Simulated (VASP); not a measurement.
# Si (P2_1/m) in VASP: a series of runs, part 2 of 2

VASP 6.6.1. The steps go on from the part before.

## 3. Single point, PBEsol

This run uses another cell than the first one, of 19.24 Å³/atom.

INCAR

```
SYSTEM = Si
PREC     = Accurate       ! precision mode
ENCUT    = 520            ! plane-wave cutoff, eV
EDIFF    = 1E-6           ! SCF threshold, eV
ISMEAR   = 0              ! smearing method
SIGMA    = 0.05           ! smearing width, eV
LREAL    = .FALSE.        ! projectors in reciprocal space
LASPH    = .TRUE.         ! aspherical terms in the spheres
NELM     = 60             ! most SCF steps
ALGO     = Fast           ! electronic algorithm
ISIF     = 2              ! what is computed and relaxed
LWAVE    = .FALSE.        ! write WAVECAR
LCHARG   = .FALSE.        ! write CHGCAR
GGA      = PS             ! functional
NBANDS   = 36             ! bands
```

KPOINTS

```
Automatic mesh
0
G
  10 10 4
  0 0 0
```

POSCAR

```
Si
1.0
    2.3507474612     -5.2714387268      0.0000000000
    1.2812142300      4.8891269698      0.0000000000
    0.0000000000      0.0000000000     12.6538471797
Si
12
Direct
    0.7570405043      0.2429594957      0.9450993343
    0.2429594957      0.7570405043      0.0549006657
    0.7570405043      0.2429594957      0.5549006657
    0.2429594957      0.7570405043      0.4450993343
    0.4286865207      0.5713134793      0.1572242050
    0.5713134793      0.4286865207      0.8427757950
    0.4286865207      0.5713134793      0.3427757950
    0.5713134793      0.4286865207      0.6572242050
    0.9712162890      0.0287837110      0.9093716909
    0.0287837110      0.9712162890      0.0906283091
    0.9712162890      0.0287837110      0.5906283091
    0.0287837110      0.9712162890      0.4093716909
```

Potentials or basis: VASP PAW PBE potentials, release 64 (Si).

Command:

```console
> cat potpaw_PBE.64/Si/POTCAR > POTCAR
> mpirun -np 1 vasp_std > vasp.out
```

OUTCAR:

```text
SYSTEM = Si
   PREC = Accurate
   ENCUT = 520
   EDIFF = 1E-6
   ISMEAR = 0
   LREAL = .FALSE.
   LASPH = .TRUE.
   NELM = 60
   ISIF = 2
   GGA = PS

 ion  position               nearest neighbor table
   1  0.757  0.243  0.945-   9 2.23   2 2.28   6 2.30   2 2.32   9 3.14
   2  0.243  0.757  0.055-  10 2.23   1 2.28   5 2.30   1 2.32  10 3.14
   3  0.757  0.243  0.555-  11 2.23   4 2.28   8 2.30   4 2.32  11 3.14
   4  0.243  0.757  0.445-  12 2.23   3 2.28   7 2.30   3 2.32  12 3.14
   5  0.429  0.571  0.157-  10 2.08   2 2.30   7 2.35  10 2.42
   6  0.571  0.429  0.843-   9 2.08   1 2.30   8 2.35   9 2.42
   7  0.429  0.571  0.343-  12 2.08   4 2.30   5 2.35  12 2.42
   8  0.571  0.429  0.657-  11 2.08   3 2.30   6 2.35  11 2.42
   9  0.971  0.029  0.909-   6 2.08   1 2.23  10 2.37   6 2.42   1 3.14
  10  0.029  0.971  0.091-   5 2.08   2 2.23   9 2.37   5 2.42   2 3.14
  11  0.971  0.029  0.591-   8 2.08   3 2.23  12 2.37   8 2.42   3 3.14
  12  0.029  0.971  0.409-   7 2.08   4 2.23  11 2.37   7 2.42   4 3.14

  Warning from LATTYP: Monoclinic adjustment (A1->A3, A2->A1, A3->A2)!
  Warning from LATTYP: Got some problem with cell dimensions!
  Tried to take original basis but could not verify dimensions!
  LATTYP: Found a simple monoclinic cell.
 ALAT       =     3.6520279306
 B/A-ratio  =     3.4648823668
 C/A-ratio  =     1.3839470646
 COS(beta)  =    -0.1508360024

  Lattice vectors:

 A1 = (   3.6319616912,  -0.3823117570,   0.0000000000)
 A2 = (   0.0000000000,   0.0000000000,  12.6538471797)
 A3 = (  -1.2812142300,  -4.8891269698,   0.0000000000)

Analysis of symmetry for initial positions (statically):
=====================================================================
 Subroutine PRICEL returns:
 Original cell was already a primitive cell.

 Routine SETGRP: Setting up the symmetry group for a
 simple monoclinic supercell.

 Subroutine GETGRP returns: Found  4 space group operations
 (whereof  2 operations were pure point group operations)
 out of a pool of  4 trial point group operations.

The static configuration has the point symmetry S_2 .
 The point group associated with its full space group is C_2h.

Analysis of symmetry for dynamics (positions and initial velocities):
=====================================================================
 Subroutine PRICEL returns:
 Original cell was already a primitive cell.

 Routine SETGRP: Setting up the symmetry group for a
 simple monoclinic supercell.

 Subroutine GETGRP returns: Found  4 space group operations
 (whereof  2 operations were pure point group operations)
 out of a pool of  4 trial point group operations.

The dynamic configuration has the point symmetry S_2 .
 The point group associated with its full space group is C_2h.

 Subroutine INISYM returns: Found  4 space group operations
 (whereof  2 operations are pure point group operations),
 and found     1 'primitive' translations

----------------------------------------------------------------------------------------

                                     Primitive cell

  volume of cell :     230.8941

  direct lattice vectors                    reciprocal lattice vectors
     2.350747461 -5.271438727  0.000000000     0.267942219 -0.070215273  0.000000000
[... 90 lines left out ...]
   total plane-waves  NPLWV = 184320
   dimension x,y,z NGX =    48 NGY =   40 NGZ =   96
   dimension x,y,z NGXF=    96 NGYF=   80 NGZF=  192
   ions per type =              12
   NGX,Y,Z   is equivalent  to a cutoff of  13.83, 13.16, 12.61 a.u.
   NGXF,Y,Z  is equivalent  to a cutoff of  27.65, 26.31, 25.22 a.u.
 SYSTEM =  Si
   PREC   = accura    normal or accurate (medium, high low for compatibility)
   ISTART =      0    job   : 0-new  1-cont  2-samecut
   ICHARG =      2    charge: 1-file 2-atom 10-const
   ISPIN  =      1    spin polarized calculation?
   LNONCOLLINEAR =      F non collinear calculations
   LSORBIT =      F    spin-orbit coupling
   LASPH  =      T    aspherical Exc in radial PAW
   ENCUT  =  520.0 eV  38.22 Ry    6.18 a.u.  10.73  9.40 23.53*2*pi/ulx,y,z
   NELM   =     60;   NELMIN=  2; NELMDL= -5     # of ELM steps
   EDIFF  = 0.1E-05   stopping-criterion for ELM
   LREAL  =      F    real-space projection
   EDIFFG = 0.1E-04   stopping-criterion for IOM
   NSW    =      0    number of steps for IOM
   IBRION =     -1    ionic relax: 0-MD 1-quasi-New 2-CG
   NFREE  =      0    steps in history (QN), initial steepest desc. (CG)
   ISIF   =      2    stress and relaxation
   ISYM   =      2    0-nonsym 1-usesym 2-fastsym
   POTIM  = 0.5000    time-step for ionic-motion
   TEBEG  =    0.0;   TEEND  =   0.0 temperature during run
   PSTRESS=    0.0 pullay stress
   NELECT =      48.0000    total number of electrons
   NUPDOWN=      -1.0000    fix difference up-down
   EMIN   =  10.00;   EMAX   =-10.00  energy-range for DOS
   EFERMI =   0.00;   METHOD = LEGACY
   ISMEAR =     0;   SIGMA  =   0.05  broadening in eV -4-tet -1-fermi 0-gaus
   EFERMI_NEDOS =   21; number of points for ismear=-14 and -15
   IALGO  =     68    algorithm
   IMIX   =      4    mixing-type and parameters
     AMIX     =   0.40;   BMIX     =  1.00
     AMIX_MAG =   1.60;   BMIX_MAG =  1.00
  volume/ion in A,a.u.               =      19.24       129.85
  Fermi-wavevector in a.u.,A,eV,Ry     =   0.969805  1.832665 12.796570  0.940521
  Thomas-Fermi vector in A             =   2.099888
   LORBIT       =      0    0 simple, 1 ext, 2 COOP (PROOUT), +10 PAW based schemes
   GGA     = PS    functional components
   LHFCALC =     F    Hartree Fock is set to
   AEXX    =    0.0000 exact exchange contribution
   IVDW    =     0    specifies the selected vdW correction
   LEPSILON=     F    determine dielectric tensor
   LRPA    =     F    only Hartree local field effects (RPA)
 non-spin polarized calculation
 RMM-DIIS sequential band-by-band and
 Gauss-broadening in eV      SIGMA  =   0.05
  energy-cutoff  :      520.00
  volume of cell :      230.89
 maximum number of plane-waves:      6248
 NGX is ok and might be reduce to    48
   NGX = 21   NGY = 19   NGZ = 47

 number of electron      47.9999999 magnetization

 Free energy of the ion-electron system (eV)
  ---------------------------------------------------
  ext. energy  EPLUGINS =         0.00000000
  ---------------------------------------------------
  free energy    TOTEN  =       -64.15037064 eV

  energy without entropy =      -64.14910337  energy(sigma->0) =      -64.14973700

 E-fermi :   6.4080     XC(G=0):  -9.5304

 val. band max:        6.3534210171   @ k =   0.5000   0.4000   0.0000
 cond. band min:       6.4108159045   @ k =   0.4000   0.1000   0.2500
 fundamental gap:      0.0573948875
 Fermi energy:         6.4080076386

 k-point     1 :       0.0000    0.0000    0.0000
  band No.  band energies     occupation
      1      -6.7823      2.00000
      2      -6.4914      2.00000
      3      -5.0459      2.00000
      4      -3.8778      2.00000
      5      -2.8292      2.00000
      6      -1.8195      2.00000
[... 925 lines left out ...]
     35       9.6609      0.00000
     36       9.7128      0.00000

 [... further k-points ...]

------------------------ aborting loop because EDIFF is reached ----------------------------------------

  FORCE on cell =-STRESS in cart. coord.  units (eV):
  Direction    XX          YY          ZZ          XY          YZ          ZX
  --------------------------------------------------------------------------------------
  -------------------------------------------------------------------------------------
  Total       26.0588321     22.7394669     11.0827046     21.4470016      0.0000000      0.0000000
  in kB      180.8226286    157.7895037     76.9030543    148.8210677      0.0000000      0.0000000
  external PRESSURE =     138.5050622 kB  Pullay stress =       0.0000000 kB

 VOLUME and BASIS-vectors are now :
 -----------------------------------------------------------------------------
  energy-cutoff  :      520.00
  volume of cell :      230.89
      direct lattice vectors                 reciprocal lattice vectors
     2.350747461 -5.271438727  0.000000000     0.267942219 -0.070215273  0.000000000
     1.281214230  4.889126970  0.000000000     0.288894316  0.128829645  0.000000000
     0.000000000  0.000000000 12.653847180     0.000000000  0.000000000  0.079027349

 POSITION                                       TOTAL-FORCE (eV/Angst)
 -----------------------------------------------------------------------------------
      2.09089     -2.80283     11.95914        -0.501911      0.280934     -0.389038
      1.54107      2.42052      0.69470         0.501911     -0.280934      0.389038
      2.09089     -2.80283      7.02163        -0.501911      0.280934      0.389038
      1.54107      2.42052      5.63222         0.501911     -0.280934     -0.389038
      1.73971      0.53343      1.98949         3.295129      0.991368      1.674373
      1.89225     -0.91574     10.66436        -3.295129     -0.991368     -1.674373
      1.73971      0.53343      4.33743         3.295129      0.991368     -1.674373
      1.89225     -0.91574      8.31641        -3.295129     -0.991368      1.674373
      2.31996     -4.97898     11.50705         3.061234      0.435263      0.867167
      1.31200      4.59667      1.14680        -3.061234     -0.435263     -0.867167
      2.31996     -4.97898      7.47372         3.061234      0.435263     -0.867167
      1.31200      4.59667      5.18013        -3.061234     -0.435263      0.867167
 -----------------------------------------------------------------------------------
    total drift:                                0.000000     -0.000000      0.000000

  FREE ENERGIE OF THE ION-ELECTRON SYSTEM (eV)
  ---------------------------------------------------
  free  energy   TOTEN  =       -64.1503706359 eV

  energy  without entropy=      -64.1491033659  energy(sigma->0) =      -64.14973700
```

Wall time 73 min (1 thread of Oxide Virtual Turin-like, shared host); peak memory 0.96 GiB.

Results:

```yaml
Free_energy: -64.1504 eV
Pressure: 13.9 GPa
Largest_force: 3.827 eV/Å
Band_gap_on_the_k_mesh: zero (bands 24 and 25 overlap by 0.56 eV)
```

Forces in eV/Å, atoms in the order of the input:
```
Si  -0.502  0.281 -0.389
Si   0.502 -0.281  0.389
Si  -0.502  0.281  0.389
Si   0.502 -0.281 -0.389
Si   3.295  0.991  1.674
Si  -3.295 -0.991 -1.674
Si   3.295  0.991 -1.674
Si  -3.295 -0.991  1.674
Si   3.061  0.435  0.867
Si  -3.061 -0.435 -0.867
Si   3.061  0.435 -0.867
Si  -3.061 -0.435  0.867
```

Caveat: the stress differs along the axes, from 8 to 18 GPa; semilocal functionals underestimate gaps, and a narrow one can read as zero; the PAW data sets were made with another functional, which shifts forces and pressure a little.

The gap in the log of VASP goes by the Fermi energy; the results here count the filled bands.